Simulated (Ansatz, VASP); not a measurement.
One calculation of SnTe, two programs

```xyz
2
Lattice="0.0000 3.0921 3.0921 3.0921 0.0000 3.0921 3.0921 3.0921 0.0000" Properties=species:S:1:pos:R:3 pbc="T T T"
Sn    0.0000    0.0000    0.0000
Te    3.0921    3.0921    3.0921
```

Change from the starting cell: volume scaled by 0.94.

Alike in both runs: task single point; functional PBEsol; k mesh 11 × 11 × 11; occupations fermi-dirac, width 0.08 eV; no spin polarisation.

|  | VASP | Ansatz |
| --- | --- | --- |
| version | VASP 6.6.1 | Ansatz 0.2.0 |
| potentials or method | VASP PAW PBE potentials, release 64 (Sn_d, Te), cutoff 520 eV | all-electron LAPW, scalar-relativistic |

|  | VASP | Ansatz | Ansatz less VASP |
| --- | --- | --- | --- |
| pressure (GPa) | 2.6 | 2.6 | +0.01 |

VASP's potentials were made for PBE, not for PBEsol. Ansatz ran all-electron here, and VASP with PAW potentials.

Spin-orbit coupling is off throughout.
